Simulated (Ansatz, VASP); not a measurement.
## Two plane-wave programs on CsI

The input INCAR:

```
PREC     = Accurate       # precision mode
ENCUT    = 500            # plane-wave cutoff, eV
EDIFF    = 1E-6           # SCF threshold, eV
ISMEAR   = 0              # smearing method
SIGMA    = 0.02           # smearing width, eV
LREAL    = F              # projectors in reciprocal space
LASPH    = T              # aspherical terms in the spheres
NELM     = 120            # most SCF steps
ALGO     = Normal         # electronic algorithm
ISIF     = 2              # what is computed and relaxed
LWAVE    = F              # write WAVECAR
LCHARG   = F              # write CHGCAR
GGA      = PE             # functional
NBANDS   = 15             # bands
GGA_COMPAT= F
```

Contents of KPOINTS:

```
regular mesh
0
Gamma
  6 6 6
```

Contents of POSCAR:

```
CsI
1.0
    4.4713685431      0.0000000000      0.0000000000
    0.0000000000      4.4713685431      0.0000000000
    0.0000000000      0.0000000000      4.4713685431
Cs I
1 1
Direct
    0.0000000000      0.0000000000      0.0000000000
    0.5000000000      0.5000000000      0.5000000000
```

Input for Ansatz:

```yaml
crystal:
  lattice:
    - [4.4713685431, 0.0, 0.0]
    - [0.0, 4.4713685431, 0.0]
    - [0.0, 0.0, 4.4713685431]
  atoms:
    - { symbol: Cs, position: [0.0, 0.0, 0.0] }
    - { symbol: I, position: [0.5, 0.5, 0.5] }
basis:
  ecutwfc: 420
kpoints:
  mp_grid: { grid: [6, 6, 6] }
hamiltonian:
  xc: pbe
scf:
  occupations: { method: gaussian, width: 0.02 }
output:
  forces: true
  stress: true
  eigenvalues: true
```

Alike in both runs: task single point; functional PBE; k mesh 6 × 6 × 6; occupations gaussian, width 0.02 eV; no spin polarisation.

|  | VASP | Ansatz |
| --- | --- | --- |
| version | VASP 6.6.1 | Ansatz 0.2.0 |
| potentials or method | VASP PAW PBE potentials, release 64 (Cs_sv, I), cutoff 500 eV | scalar-relativistic, plane waves, PAW |
| valence electrons in the cell | 16 | 26 |

```csv
,VASP,Ansatz,Ansatz less VASP
gap on the k mesh at the Fermi level (eV),4.08,4.09,+0.018
least direct gap on the mesh (eV),4.15,4.17,+0.014
pressure (GPa),1.8,1.7,-0.06
```

VASP's potentials hold 16 valence electrons a cell and Ansatz's 26, so a difference there can come from the potentials and not from the codes.

Neither program's run includes spin-orbit coupling.
